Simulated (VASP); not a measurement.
MgS (sol2): single point with PBEsol

The system is MgS (sol2).

```
Mg S
1.0
     0.01620    2.60093    2.58473
     2.60093    0.01620    2.58473
     2.61712    2.61712    0.00000
Mg S
1 1
Direct
  0.00000 0.00000 0.00000
  0.50000 0.50000 0.50000
```

This cell differs from its parent crystal: strained cell.

```yaml
Program: VASP 6.6.1
Task: single point
Functional: PBEsol
Potentials_or_basis: VASP PAW PBE potentials, release 64 (Mg, S)
Cutoff: 600 eV
k_mesh: 6 × 6 × 6
Occupations: gaussian, width 0.02 eV
Spin: no spin polarisation
```

```yaml
Pressure: -0.6 GPa
Band_gap_on_the_k_mesh: 2.62 eV, indirect (least direct gap 3.58 eV)
```

Stress tensor (GPa, compression positive):
```
-0.78 -0.67  0.00
-0.67 -0.78  0.00
 0.00  0.00 -0.11
```

Levels at points of the mesh, in eV from the valence-band top:
```
           k point  band 1  band 2  band 3  band 4  band 5  band 6  band 7  band 8  band 9
(0.00, 0.00, 0.00)  -12.79   -0.11   -0.09    0.00    3.58    7.66    7.83    7.87   10.21
(0.50, 0.00, 0.00)  -11.43   -4.98   -0.73   -0.67    4.30    6.64    6.80   10.06   11.96
(0.50, 0.50, 0.00)  -11.05   -4.36   -1.89   -1.73    2.62    4.15   11.92   12.79   13.22
(0.00, 0.00, 0.50)  -11.46   -5.02   -0.66   -0.63    4.39    6.81    6.82   10.09   11.92
(0.50, 0.00, 0.50)  -11.07   -4.37   -1.81   -1.75    2.66    4.16   11.84   12.76   13.20
```

Wall time 12 s on 1 thread of Intel(R) Xeon(R) 6975P-C (Granite Rapids), on a shared host, peak memory 0.17 GiB.

Caveat: the cell differs from its parent crystal (strained cell); the PAW data sets were made with another functional, which shifts forces and pressure a little. A k mesh can miss the band edges.
